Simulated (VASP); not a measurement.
## CO: single point with PBE+D3(BJ)

The system is CO.

```xyz
20
Lattice="9.1017 0.0000 0.0000 0.0000 9.1017 0.0000 0.0000 0.0000 9.1017" Properties=species:S:1:pos:R:3 pbc="T T T"
O     1.4719    1.3915    0.5215
O     6.7490    1.5421    7.8783
O     6.2670    6.0172    5.6703
O     6.3202    0.4620    5.0165
O     6.6692    7.3214   -0.0390
O     3.0055    3.9956    8.0908
O     0.3410    1.6694    6.3555
O     2.2144    5.1504    5.0419
O     6.9889    3.6191    2.0169
O     2.7799    8.2051    5.2092
C     1.4059    0.5736    1.3251
C     7.5749    2.0001    8.4918
C     6.1281    4.9145    5.3603
C     7.3400    0.0024    4.8611
C     5.7974    7.9687   -0.2957
C     3.9501    4.1197    8.6976
C     0.8185    1.9901    5.3812
C     1.2857    4.8171    4.4192
C     6.7175    4.7006    1.8229
C     3.0333    7.8329    4.1727
```

* Program: VASP 6.6.1
* Task: single point
* Functional: PBE
* Dispersion: D3(BJ)
* Potentials or basis: VASP PAW PBE potentials, release 64 (O_h, C_h)
* Cutoff: 1000 eV
* k mesh: 1 × 1 × 1
* Occupations: fermi-dirac, width 0.02 eV
* Spin: no spin polarisation
* Dipole correction: no
* Further INCAR settings: LREAL = Auto; ALGO = Normal; EDIFF = 1e-06; NBANDS = 66

```json
{"Pressure": "0.0 GPa", "Largest force": "3.151 eV/Å", "Dispersion energy per atom": "-0.034 eV"}
```

Forces in eV/Å, atoms in the order of the input:
```
O   -0.025 -1.035  1.017
O   -0.851 -0.381 -0.601
O   -0.247 -1.863 -0.518
O   -0.647  0.271  0.058
O    1.916 -1.343  0.500
O   -0.542 -0.066 -0.350
O   -0.055 -0.102  0.344
O   -2.488 -1.006 -1.651
O    0.096 -0.404  0.095
O   -0.157  0.278  0.598
C    0.068  1.026 -0.985
C    0.741  0.507  0.670
C    0.237  1.858  0.539
C    0.554 -0.356 -0.160
C   -1.965  1.283 -0.514
C    0.542  0.056  0.324
C    0.263  0.063 -0.396
C    2.443  0.952  1.647
C   -0.101  0.385  0.006
C    0.220 -0.124 -0.622
```

Stress tensor (GPa, compression positive):
```
 0.28 -0.40 -0.19
-0.40 -0.15 -0.07
-0.19 -0.07 -0.04
```

Levels at points of the mesh, in eV from the Fermi level:
```tsv
k point	band 46	band 47	band 48	band 49	band 50	band 51	band 52	band 53	band 54	band 55
(0.00, 0.00, 0.00)	-0.77	-0.65	-0.56	-0.54	-0.49	5.46	5.62	5.70	5.76	5.89
```

Run time: 3.9 min on 1 thread of Intel(R) Xeon(R) Platinum 8259CL CPU @ 2.50GHz (Skylake/Cascade Lake), on a shared host, peak memory 1.4 GiB.

Caveat: the k points lie up to 0.69 Å⁻¹ apart; the atoms stand as in a frame of molecular dynamics.
